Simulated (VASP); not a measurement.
# Bi2B3Br (R3m) in VASP: further runs, part 2 of 2

VASP 6.6.1. The steps go on from the part before.

## Step 3: Single point, PBE

This run uses another cell than the first one, of 24.80 Å³/atom, 1.111 times its volume.

Contents of INCAR:

```
PREC = Accurate ; ENCUT = 520
EDIFF = 1E-6 ; ISMEAR = 0
SIGMA = 0.1 ; LREAL = F
LASPH = T ; NELM = 80
ALGO = Normal ; ISIF = 2
LWAVE = F ; LCHARG = F
GGA = PE ; NBANDS = 32
```

Contents of KPOINTS:

```
Automatic mesh
0
Gamma
  3 3 3
```

Contents of POSCAR:

```
Bi2B3Br
1.0
    2.4765025600      1.4298094197      7.0030307838
   -2.4765025600      1.4298094197      7.0030307838
    0.0000000000     -2.8596188394      7.0030307838
B Bi Br
3 2 1
Direct
    0.1238071920      0.7968890980      0.1238071920
    0.1238071920      0.1238071920      0.7968890980
    0.7968890980      0.1238071920      0.1238071920
    0.4100989332      0.4100989332      0.4100989332
    0.6241504067      0.6241504067      0.6241504067
    0.2107780482      0.2107780482      0.2107780482
```

Potentials or basis: VASP PAW PBE potentials, release 64 (B, Bi_d, Br).

Launch:

```
cat potpaw_PBE.64/B/POTCAR potpaw_PBE.64/Bi_d/POTCAR potpaw_PBE.64/Br/POTCAR > POTCAR
mpirun -np 1 vasp_std > vasp.out
```

OUTCAR:

```text
PREC = Accurate
   ENCUT = 520
   EDIFF = 1E-6
   ISMEAR = 0
   LREAL = F
   LASPH = T
   NELM = 80
   ISIF = 2
   GGA = PE

 ion  position               nearest neighbor table
   1  0.124  0.797  0.124-   3 1.62   2 1.62   4 2.32   5 2.80   5 2.80
   2  0.124  0.124  0.797-   1 1.62   3 1.62   4 2.32   5 2.80   5 2.80
   3  0.797  0.124  0.124-   1 1.62   2 1.62   4 2.32   5 2.80   5 2.80
   4  0.410  0.410  0.410-   1 2.32   3 2.32   2 2.32   5 3.80   5 3.80   5 3.80
   5  0.624  0.624  0.624-   2 2.80   2 2.80   1 2.80   3 2.80   1 2.80   3 2.80   6 3.32   6 3.32
                             6 3.32   4 3.80   4 3.80   4 3.80
   6  0.211  0.211  0.211-   5 3.32   5 3.32   5 3.32

  LATTYP: Found a trigonal (rhomboedric) cell.
 ALAT       =     7.5643810100
 COS(alpha) =     0.7856315998

  Lattice vectors:

 A1 = (   2.4765025600,   1.4298094197,   7.0030307838)
 A2 = (  -2.4765025600,   1.4298094197,   7.0030307838)
 A3 = (   0.0000000000,  -2.8596188394,   7.0030307838)

Analysis of symmetry for initial positions (statically):
=====================================================================
 Subroutine PRICEL returns:
 Original cell was already a primitive cell.

 Routine SETGRP: Setting up the symmetry group for a
 trigonal (rhombohedral) supercell.

 Subroutine GETGRP returns: Found  6 space group operations
 (whereof  6 operations were pure point group operations)
 out of a pool of 12 trial point group operations.

The static configuration has the point symmetry C_3v.

Analysis of symmetry for dynamics (positions and initial velocities):
=====================================================================
 Subroutine PRICEL returns:
 Original cell was already a primitive cell.

 Routine SETGRP: Setting up the symmetry group for a
 trigonal (rhombohedral) supercell.

 Subroutine GETGRP returns: Found  6 space group operations
 (whereof  6 operations were pure point group operations)
 out of a pool of 12 trial point group operations.

The dynamic configuration has the point symmetry C_3v.

 Subroutine INISYM returns: Found  6 space group operations
 (whereof  6 operations are pure point group operations),
 and found     1 'primitive' translations

----------------------------------------------------------------------------------------

                                     Primitive cell

  volume of cell :     148.7833

  direct lattice vectors                    reciprocal lattice vectors
     2.476502560  1.429809420  7.003030784     0.201897631  0.116565652  0.047598439
    -2.476502560  1.429809420  7.003030784    -0.201897631  0.116565652  0.047598439
     0.000000000 -2.859618839  7.003030784     0.000000000 -0.233131303  0.047598439

  length of vectors
     7.564381010  7.564381010  7.564381010     0.237940782  0.237940782  0.237940782

  position of ions in fractional coordinates (direct lattice)
     0.123807192  0.796889098  0.123807192
     0.123807192  0.123807192  0.796889098
     0.796889098  0.123807192  0.123807192
     0.410098933  0.410098933  0.410098933
     0.624150407  0.624150407  0.624150407
     0.210778048  0.210778048  0.210778048

  ion indices of the primitive-cell ions
   primitive index   ion index
[... 30 lines left out ...]

 Found      6 irreducible k-points:

 Following reciprocal coordinates:
            Coordinates               Weight
  0.000000  0.000000  0.000000      1.000000
  0.333333  0.000000 -0.000000      6.000000
  0.333333  0.333333 -0.000000      6.000000
 -0.333333  0.333333  0.000000      6.000000
  0.333333  0.333333  0.333333      2.000000
 -0.333333  0.333333  0.333333      6.000000
   k-points           NKPTS =      6   k-points in BZ     NKDIM =      6   number of bands    NBANDS=     32
   number of dos      NEDOS =    301   number of ions     NIONS =      6
   total plane-waves  NPLWV = 175616
   dimension x,y,z NGX =    56 NGY =   56 NGZ =   56
   dimension x,y,z NGXF=   112 NGYF=  112 NGZF=  112
   ions per type =               3   2   1
   NGX,Y,Z   is equivalent  to a cutoff of  12.31, 12.31, 12.31 a.u.
   NGXF,Y,Z  is equivalent  to a cutoff of  24.61, 24.61, 24.61 a.u.
 SYSTEM =  unknown system
   PREC   = accura    normal or accurate (medium, high low for compatibility)
   ISTART =      0    job   : 0-new  1-cont  2-samecut
   ICHARG =      2    charge: 1-file 2-atom 10-const
   ISPIN  =      1    spin polarized calculation?
   LNONCOLLINEAR =      F non collinear calculations
   LSORBIT =      F    spin-orbit coupling
   LASPH  =      T    aspherical Exc in radial PAW
   ENCUT  =  520.0 eV  38.22 Ry    6.18 a.u.  14.06 14.06 14.06*2*pi/ulx,y,z
   NELM   =     80;   NELMIN=  2; NELMDL= -5     # of ELM steps
   EDIFF  = 0.1E-05   stopping-criterion for ELM
   LREAL  =      F    real-space projection
   EDIFFG = 0.1E-04   stopping-criterion for IOM
   NSW    =      0    number of steps for IOM
   IBRION =     -1    ionic relax: 0-MD 1-quasi-New 2-CG
   NFREE  =      0    steps in history (QN), initial steepest desc. (CG)
   ISIF   =      2    stress and relaxation
   ISYM   =      2    0-nonsym 1-usesym 2-fastsym
   POTIM  = 0.5000    time-step for ionic-motion
   TEBEG  =    0.0;   TEEND  =   0.0 temperature during run
   PSTRESS=    0.0 pullay stress
   NELECT =      46.0000    total number of electrons
   NUPDOWN=      -1.0000    fix difference up-down
   EMIN   =  10.00;   EMAX   =-10.00  energy-range for DOS
   EFERMI =   0.00;   METHOD = LEGACY
   ISMEAR =     0;   SIGMA  =   0.10  broadening in eV -4-tet -1-fermi 0-gaus
   EFERMI_NEDOS =   21; number of points for ismear=-14 and -15
   IALGO  =     38    algorithm
   IMIX   =      4    mixing-type and parameters
     AMIX     =   0.40;   BMIX     =  1.00
     AMIX_MAG =   1.60;   BMIX_MAG =  1.00
  volume/ion in A,a.u.               =      24.80       167.34
  Fermi-wavevector in a.u.,A,eV,Ry     =   1.106987  2.091903 16.672868  1.225421
  Thomas-Fermi vector in A             =   2.243496
   LORBIT       =      0    0 simple, 1 ext, 2 COOP (PROOUT), +10 PAW based schemes
   GGA     = PE    functional components
   LHFCALC =     F    Hartree Fock is set to
   AEXX    =    0.0000 exact exchange contribution
   IVDW    =     0    specifies the selected vdW correction
   LEPSILON=     F    determine dielectric tensor
   LRPA    =     F    only Hartree local field effects (RPA)
 non-spin polarized calculation
 Gauss-broadening in eV      SIGMA  =   0.10
  energy-cutoff  :      520.00
  volume of cell :      148.78
 maximum number of plane-waves:      4019
   NGX = 29   NGY = 29   NGZ = 29

 number of electron      45.9999999 magnetization

 Free energy of the ion-electron system (eV)
  ---------------------------------------------------
  ext. energy  EPLUGINS =         0.00000000
  ---------------------------------------------------
  free energy    TOTEN  =       -26.35480949 eV

  energy without entropy =      -26.34735960  energy(sigma->0) =      -26.35108455

 E-fermi :   3.3946     XC(G=0):  -8.5787

 val. band max:        3.2918052966   @ k =  -0.3333   0.3333   0.0000
 cond. band min:       3.4494728331   @ k =   0.3333   0.3333   0.3333
 fundamental gap:      0.1576675365
 Fermi energy:         3.3946159213

 k-point     1 :       0.0000    0.0000    0.0000
  band No.  band energies     occupation
      1     -20.0489      2.00000
      2     -20.0361      2.00000
      3     -20.0361      2.00000
      4     -20.0225      2.00000
      5     -20.0225      2.00000
      6     -18.8629      2.00000
[... 199 lines left out ...]
     31       9.7415      0.00000
     32      10.3151      0.00000

------------------------ aborting loop because EDIFF is reached ----------------------------------------

  FORCE on cell =-STRESS in cart. coord.  units (eV):
  Direction    XX          YY          ZZ          XY          YZ          ZX
  --------------------------------------------------------------------------------------
  -------------------------------------------------------------------------------------
  Total       -0.1648221     -0.1648221      0.2211898     -0.0000000     -0.0000000      0.0000000
  in kB       -1.7748919     -1.7748919      2.3818885     -0.0000000     -0.0000000      0.0000000
  external PRESSURE =      -0.3892985 kB  Pullay stress =       0.0000000 kB

 VOLUME and BASIS-vectors are now :
 -----------------------------------------------------------------------------
  energy-cutoff  :      520.00
  volume of cell :      148.78
      direct lattice vectors                 reciprocal lattice vectors
     2.476502560  1.429809420  7.003030784     0.201897631  0.116565652  0.047598439
    -2.476502560  1.429809420  7.003030784    -0.201897631  0.116565652  0.047598439
     0.000000000 -2.859618839  7.003030784     0.000000000 -0.233131303  0.047598439

 POSITION                                       TOTAL-FORCE (eV/Angst)
 -----------------------------------------------------------------------------------
     -1.66689      0.96238      7.31469         0.051490     -0.029728      0.001828
      0.00000     -1.92476      7.31469         0.000000      0.059456      0.001828
      1.66689      0.96238      7.31469        -0.051490     -0.029728      0.001828
      0.00000      0.00000      8.61581         0.000000      0.000000     -0.020044
      0.00000      0.00000     13.11283         0.000000      0.000000      0.011955
      0.00000      0.00000      4.42826         0.000000      0.000000      0.002604
 -----------------------------------------------------------------------------------
    total drift:                               -0.000000     -0.000000      0.000727

  FREE ENERGIE OF THE ION-ELECTRON SYSTEM (eV)
  ---------------------------------------------------
  free  energy   TOTEN  =       -26.3548094924 eV

  energy  without entropy=      -26.3473596044  energy(sigma->0) =      -26.35108455
```

OSZICAR:

```text
N       E                     dE             d eps       ncg     rms          rms(c)
DAV:   1     0.440027235682E+03    0.44003E+03   -0.22156E+04   384   0.145E+03
DAV:   2     0.165663563168E+02   -0.42346E+03   -0.40537E+03   416   0.402E+02
DAV:   3    -0.300395717919E+02   -0.46606E+02   -0.45488E+02   496   0.143E+02
DAV:   4    -0.318373579368E+02   -0.17978E+01   -0.17915E+01   456   0.318E+01
DAV:   5    -0.319058643778E+02   -0.68506E-01   -0.68498E-01   552   0.569E+00    0.943E+00
DAV:   6    -0.261966732283E+02    0.57092E+01   -0.85631E+00   456   0.199E+01    0.309E+00
DAV:   7    -0.263729287992E+02   -0.17626E+00   -0.33777E+00   472   0.735E+00    0.201E+00
DAV:   8    -0.263574601535E+02    0.15469E-01   -0.18118E-01   472   0.292E+00    0.959E-01
DAV:   9    -0.263533191952E+02    0.41410E-02   -0.50358E-02   520   0.127E+00    0.264E-01
DAV:  10    -0.263536217556E+02   -0.30256E-03   -0.72110E-03   424   0.486E-01    0.911E-02
DAV:  11    -0.263544082454E+02   -0.78649E-03   -0.14455E-03   488   0.205E-01    0.546E-02
DAV:  12    -0.263547257772E+02   -0.31753E-03   -0.28869E-04   416   0.103E-01    0.145E-02
DAV:  13    -0.263547949742E+02   -0.69197E-04   -0.70754E-05   456   0.453E-02    0.790E-03
DAV:  14    -0.263548063496E+02   -0.11375E-04   -0.10789E-05   440   0.225E-02    0.361E-03
DAV:  15    -0.263548091483E+02   -0.27987E-05   -0.31556E-06   384   0.800E-03    0.179E-03
DAV:  16    -0.263548094924E+02   -0.34409E-06   -0.54355E-07   328   0.437E-03
   1 F= -.26354809E+02 E0= -.26351085E+02  d E =-.744989E-02
```

stdout:

```text
POSCAR found type information on POSCAR B BiBr
 POSCAR found :  3 types and       6 ions
 scaLAPACK will be used
 LDA part: xc-table for (Slater+PW92), standard interpolation
 POSCAR, INCAR and KPOINTS ok, starting setup
 FFT: planning ... GRIDC
 FFT: planning ... GRID_SOFT
 FFT: planning ... GRID
 WAVECAR not read
 entering main loop
```

Run time: 53 s. Hardware: 1 thread of Intel Xeon 6975P-C (Granite Rapids), shared host; peak memory 0.42 GiB.

Results:

```
Free energy            : -26.3548 eV
Pressure               : 0.0 GPa
Largest force          : 0.059 eV/Å
Band gap on the k mesh : 0.16 eV, indirect (least direct gap 1.35 eV)
```

Forces in eV/Å, atoms in the order of the input:
```
B    0.051 -0.030  0.002
B    0.000  0.059  0.002
B   -0.051 -0.030  0.002
Bi   0.000  0.000 -0.020
Bi   0.000  0.000  0.012
Br   0.000  0.000  0.003
```

Caveat: the k points lie up to 0.50 Å⁻¹ apart; spin-orbit coupling is left out, which moves the levels of the heavy elements. A k mesh can miss the band edges.

## Step 4: Relaxation of cell and atoms, PBE

Contents of INCAR:

```
  ALGO = Normal
  EDIFF = 1E-6
  EDIFFG = -0.04
  ENCUT = 600
  GGA = PE
  IBRION = 2
  ISIF = 3
  ISMEAR = 0
  LASPH = True
  LCHARG = False
  LREAL = False
  LWAVE = False
  NELM = 60
  NSW = 90
  PREC = Accurate
  SIGMA = 0.1
```

Contents of KPOINTS:

```
k-points
0
Gamma
  3 3 3
```

Contents of POSCAR:

```
Bi2B3Br
1.0
    3.3036817200      1.9073815300      3.5418033300
   -3.3036817200      1.9073815300      3.5418033300
    0.0000000000     -3.8147630600      3.5418033300
B Bi Br
3 2 1
Direct
    0.1445593600      0.7879056100      0.1445593600
    0.1445593600      0.1445593600      0.7879056100
    0.7879056100      0.1445593600      0.1445593600
    0.3506147400      0.3506147400      0.3506147400
    0.7794442800      0.7794442800      0.7794442800
    0.0824475200      0.0824475200      0.0824475200
```

Potentials or basis: VASP PAW PBE potentials, release 64 (B, Bi_d, Br).

Launch:

```
cat potpaw_PBE.64/B/POTCAR potpaw_PBE.64/Bi_d/POTCAR potpaw_PBE.64/Br/POTCAR > POTCAR
mpirun -np 1 vasp_std > vasp.out
```

OUTCAR:

```text
EDIFF = 1E-6
   EDIFFG = -0.04
   ENCUT = 600
   GGA = PE
   IBRION = 2
   ISIF = 3
   ISMEAR = 0
   LASPH = True
   LREAL = False
   NELM = 60
   NSW = 90
   PREC = Accurate

 ion  position               nearest neighbor table
   1  0.145  0.788  0.145-   6 1.49   4 2.46   5 2.95
   2  0.145  0.145  0.788-   6 1.49   4 2.46   5 2.95
   3  0.788  0.145  0.145-   6 1.49   4 2.46   5 2.95
   4  0.351  0.351  0.351-   2 2.46   1 2.46   3 2.46   6 2.85
   5  0.779  0.779  0.779-   2 2.95   1 2.95   3 2.95   6 3.22
   6  0.082  0.082  0.082-   2 1.49   1 1.49   3 1.49   4 2.85   5 3.22

  LATTYP: Found a trigonal (rhomboedric) cell.
 ALAT       =     5.2054575242
 COS(alpha) =     0.1944201732

  Lattice vectors:

 A1 = (   3.3036817200,   1.9073815300,   3.5418033300)
 A2 = (  -3.3036817200,   1.9073815300,   3.5418033300)
 A3 = (   0.0000000000,  -3.8147630600,   3.5418033300)

[... 280 lines left out ...]

  energy  without entropy=       -9.1164260748  energy(sigma->0) =       -9.13389992

[... ionic steps 4 to 20 ...]

--------------------------------------- Ionic step       21  -------------------------------------------

 number of electron      46.0000008 magnetization

------------------------ aborting loop because EDIFF is reached ----------------------------------------
[... 75 lines left out ...]
--------------------------------------- Ionic step       23  -------------------------------------------

 number of electron      46.0000007 magnetization

 Free energy of the ion-electron system (eV)
  ---------------------------------------------------
  ext. energy  EPLUGINS =         0.00000000
  ---------------------------------------------------
  free energy    TOTEN  =       -20.75162034 eV

  energy without entropy =      -20.72557358  energy(sigma->0) =      -20.73859696

 E-fermi :   4.9805     XC(G=0):  -9.2996

 val. band max:        4.9544284671   @ k =  -0.3333   0.3333   0.3333
 cond. band min:       5.0652868998   @ k =   0.0000   0.0000   0.0000
 fundamental gap:      0.1108584327
 Fermi energy:         4.9805323641

 k-point     1 :       0.0000    0.0000    0.0000
  band No.  band energies     occupation
      1     -18.0127      2.00000
      2     -18.0127      2.00000
      3     -17.9351      2.00000
      4     -17.9351      2.00000
      5     -17.9172      2.00000
      6     -17.8987      2.00000
[... 202 lines left out ...]
  FREE ENERGIE OF THE ION-ELECTRON SYSTEM (eV)
  ---------------------------------------------------
  free  energy   TOTEN  =       -20.7516203383 eV

  energy  without entropy=      -20.7255735812  energy(sigma->0) =      -20.73859696

 reached required accuracy - stopping structural energy minimisation
```

CONTCAR:

```text
Bi2B3Br
   1.00000000000000
     3.1879913222071061    1.8405876477378134    3.8928598222957982
    -3.1879913222071061    1.8405876477378134    3.8928598222957982
     0.0000000000000000   -3.6811752954756267    3.8928598222957982
  B               Bi              Br
     3     2     1
Direct
     0.1227046573189170    0.6969681327907764    0.1227046573133027
     0.1227046573133027    0.1227046573133027    0.6969681327963904
     0.6969681327907764    0.1227046573189170    0.1227046573133027
     0.4185817301506772    0.4185817301506772    0.4185817301506772
     0.8202181058342612    0.8202181058342612    0.8202181058342612
     0.1083535865920728    0.1083535865920728    0.1083535865920728

  0.00000000E+00  0.00000000E+00  0.00000000E+00
  0.00000000E+00  0.00000000E+00  0.00000000E+00
  0.00000000E+00  0.00000000E+00  0.00000000E+00
  0.00000000E+00  0.00000000E+00  0.00000000E+00
  0.00000000E+00  0.00000000E+00  0.00000000E+00
  0.00000000E+00  0.00000000E+00  0.00000000E+00
```

Run time: 5.1 min. Hardware: 1 thread of Intel Xeon 6975P-C (Granite Rapids), shared host; peak memory 0.28 GiB.

What came out:

```
Free energy                            : -20.7516 eV
Relaxed volume                         : 22.84 Å³/atom
Relaxed cell                           : a = 5.358 Å, b = 5.358 Å, c = 5.358 Å, α = 73.03°, β = 73.03°, γ = 73.03°
Space group after relaxing (to 0.05 Å) : R3m (No. 160)
Energy gained by relaxing              : 2468.0 meV/atom
Ionic steps                            : 23
Pressure after relaxing                : 0.0 GPa
Largest force after relaxing           : 0.040 eV/Å
Band gap on the k mesh                 : zero (band 23 reaches 5.47 eV, above the bottom of band 24 at 4.92 eV)
```

Forces on the atoms (eV/Å):
```
B   -0.034  0.020  0.006
B    0.000 -0.039  0.006
B    0.034  0.020  0.006
Bi   0.000  0.000  0.010
Bi   0.000  0.000 -0.036
Br   0.000  0.000  0.008
```

Stress tensor (GPa, compression positive):
```
 0.03  0.00  0.00
 0.00  0.03  0.00
 0.00  0.00 -0.09
```

Step by step:
| step | energy change (eV) | largest force (eV/Å) | pressure (GPa) | volume (Å³) |
| --- | --- | --- | --- | --- |
| 1 | 0.0000 | 27.2683 | 36.30 | 133.91 |
| 2 | 5.7822 | 46.8545 | 21.52 | 256.38 |
| 3 | -3.2078 | 18.3318 | 11.28 | 219.09 |
| 4 | -5.3494 | 12.3482 | 8.24 | 205.26 |
| 5 | -9.5663 | 5.1401 | 2.08 | 166.34 |
| 6 | -10.6169 | 4.1926 | 2.08 | 149.56 |
| 7 | -10.6151 | 4.0556 | 2.60 | 147.58 |
| 8 | -10.6223 | 4.1353 | 2.26 | 148.71 |
| 9 | -11.6643 | 2.4250 | -1.31 | 156.22 |
| 10 | -12.5613 | 1.9652 | -4.41 | 167.13 |
| 11 | -12.8404 | 2.3243 | -6.67 | 190.18 |
| 12 | -13.0457 | 2.3010 | -6.33 | 179.53 |
| 13 | -13.9123 | 1.6961 | -5.46 | 168.30 |
| 14 | -14.1904 | 1.5827 | -3.74 | 159.54 |
| 15 | -14.5306 | 1.0885 | -2.30 | 150.57 |
| 16 | -14.7472 | 0.9964 | 0.89 | 138.39 |
| 17 | -14.7989 | 0.2254 | -0.13 | 138.55 |
| 18 | -14.7989 | 0.2177 | -0.11 | 138.54 |
| 19 | -14.8058 | 0.0908 | -0.09 | 138.28 |
| 20 | -14.8071 | 0.0560 | -0.08 | 138.11 |
| 21 | -14.8073 | 0.0473 | -0.06 | 137.89 |
| 22 | -14.8078 | 0.0430 | -0.01 | 137.21 |
| 23 | -14.8081 | 0.0399 | -0.01 | 137.05 |

Final structure:
```yaml
crystal:
  lattice:
    - [3.18799, 1.84059, 3.89286]
    - [-3.18799, 1.84059, 3.89286]
    - [0.00000, -3.68118, 3.89286]
  atoms:
    - { symbol: B, position: [0.12270, 0.69697, 0.12270] }
    - { symbol: B, position: [0.12270, 0.12270, 0.69697] }
    - { symbol: B, position: [0.69697, 0.12270, 0.12270] }
    - { symbol: Bi, position: [0.41858, 0.41858, 0.41858] }
    - { symbol: Bi, position: [0.82022, 0.82022, 0.82022] }
    - { symbol: Br, position: [0.10835, 0.10835, 0.10835] }
```

Caveat: the k points lie up to 0.42 Å⁻¹ apart in the final cell; spin-orbit coupling is left out, which moves the levels of the heavy elements.

## Step 5: Summary

```tsv
task	cell	cutoff (eV)	gap on the mesh (eV)	pressure (GPa)	largest force (eV/Å)
single point	a = 5.205 Å, angles 78.8°, 6 atoms	520	none	36.3	27.27
single point	a = 7.564 Å, angles 38.2°, 6 atoms	520	0.16	0.0	0.06
relaxation of cell and atoms	relaxed from a = 5.205 Å, angles 78.8°, 6 atoms	600	none	0.0	0.04
```

Alike in all rows: level PBE; potentials or basis VASP PAW PBE potentials, release 64 (B, Bi_d, Br); no spin polarisation; k mesh 3 × 3 × 3; smearing gaussian 0.1 eV.

Caveats: all runs use coarse meshes; spin-orbit coupling is left out, which moves the levels of the heavy elements; forces of over 1 eV/Å act on the atoms, so gaps and moduli don't describe the material at rest (some runs).

Total energies depend on the potentials used, so only differences within one code and one set of settings carry meaning.
